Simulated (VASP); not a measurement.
Write the native input for VASP 6.6.1 that does the following.

```
Task                   : single point
Functional             : PBE
Potentials or basis    : VASP PAW PBE potentials, release 64 (C)
Cutoff                 : 600 eV
k mesh                 : 8 × 8 × 8
Occupations            : gaussian, width 0.1 eV
Spin                   : no spin polarisation
Dipole correction      : no
Further INCAR settings : ALGO = Normal; EDIFF = 1e-06; NBANDS = 11
```

The structure of C lies in POSCAR:

```
C
1.0
    0.0000000000      1.7800000000      1.7800000000
    1.7800000000      0.0000000000      1.7800000000
    1.7800000000      1.7800000000      0.0000000000
C
2
Direct
    0.0000000000      0.0000000000      0.0000000000
    0.2500000000      0.2500000000      0.2500000000
```

The input as run:

INCAR

```
SYSTEM = C
ALGO = Normal ; EDIFF = 1E-6
ENCUT = 600 ; GGA = PE
GGA_COMPAT = .FALSE. ; ISIF = 2
ISMEAR = 0 ; LASPH = .TRUE.
LCHARG = .FALSE. ; LREAL = .FALSE.
LWAVE = .FALSE. ; NBANDS = 11
NELM = 120 ; PREC = Accurate
SIGMA = 0.1
```

KPOINTS

```
k-points
0
G
  8 8 8
  0 0 0
```

Potentials or basis: VASP PAW PBE potentials, release 64 (C).

Launch:

```console
$ cat potpaw_PBE.64/C/POTCAR > POTCAR
$ mpirun -np 1 vasp_std > vasp.out
```

It gave:

| Item | Value |
| --- | --- |
| Pressure | 4.3 GPa |
| Band gap on the k mesh | 4.15 eV, indirect (least direct gap 5.61 eV) |

Wall time 6.6 s on 1 thread of Intel Xeon 8259CL, on a shared host, peak memory 0.12 GiB.
